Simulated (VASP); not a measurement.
Here is a VASP 6.6.1 calculation.

INCAR

```
PREC = Accurate
ENCUT = 520
EDIFF = 1E-7
ISMEAR = 0
SIGMA = 0.1
LREAL = F
LASPH = T
NELM = 100
ALGO = Fast
ISIF = 2
LWAVE = F
LCHARG = T
GGA = PS
LELF = T
LVHAR = T
NBANDS = 18
```

Contents of KPOINTS:

```
regular mesh
0
Gamma
  14 14 14
```

Contents of POSCAR:

```
ZrCu
1.0
    3.2247544821      0.0000000000      0.0000000000
    0.0000000000      3.2247544821      0.0000000000
    0.0000000000      0.0000000000      3.2247544821
Zr Cu
1 1
Direct
    0.5000000000      0.5000000000      0.5000000000
    0.0000000000      0.0000000000      0.0000000000
```

Potentials or basis: VASP PAW PBE potentials, release 64 (Zr_sv, Cu).

Command:

```sh
$ cat potpaw_PBE.64/Zr_sv/POTCAR potpaw_PBE.64/Cu/POTCAR > POTCAR
$ mpirun -np 1 vasp_std > vasp.out
```

Q: What does it give for the pressure?

A: 0.3 GPa.

Caveat: the PAW data sets were made with another functional, which shifts forces and pressure a little.
